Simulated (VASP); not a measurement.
Here is a VASP 6.6.1 calculation.

The input INCAR:

```
PREC = Accurate
ENCUT = 520
EDIFF = 1E-7
ISMEAR = 0
SIGMA = 0.1
LREAL = F
LASPH = T
NELM = 80
ALGO = Normal
ISIF = 2
LWAVE = F
LCHARG = F
GGA = PE
NBANDS = 32
```

Contents of KPOINTS:

```
Automatic mesh
0
Gamma
  6 6 2
```

POSCAR

```
Cd
1.0
    3.3967436365      0.0000000000      0.0000000000
   -1.6983718182      2.9416662794      0.0000000000
    0.0000000000      0.0000000000     11.1494318773
Cd
4
Direct
    0.0000000000      0.0000000000      0.0000000000
    0.3333333333      0.6666666667      0.2500000000
    0.0000000000      0.0000000000      0.5000000000
    0.6666666667      0.3333333333      0.7500000000
```

Potentials or basis: VASP PAW PBE potentials, release 64 (Cd).

Run with:

```bash
$ cat potpaw_PBE.64/Cd/POTCAR > POTCAR
$ mpirun -np 1 vasp_std > vasp.out
```

(1) What does it give for the pressure?

(2) Predict the band gap on the k mesh.

## Answers

(1) -3.6 GPa.

(2) zero (bands 24 and 25 overlap by 1.70 eV).

Caveat: the cell stands under tension.
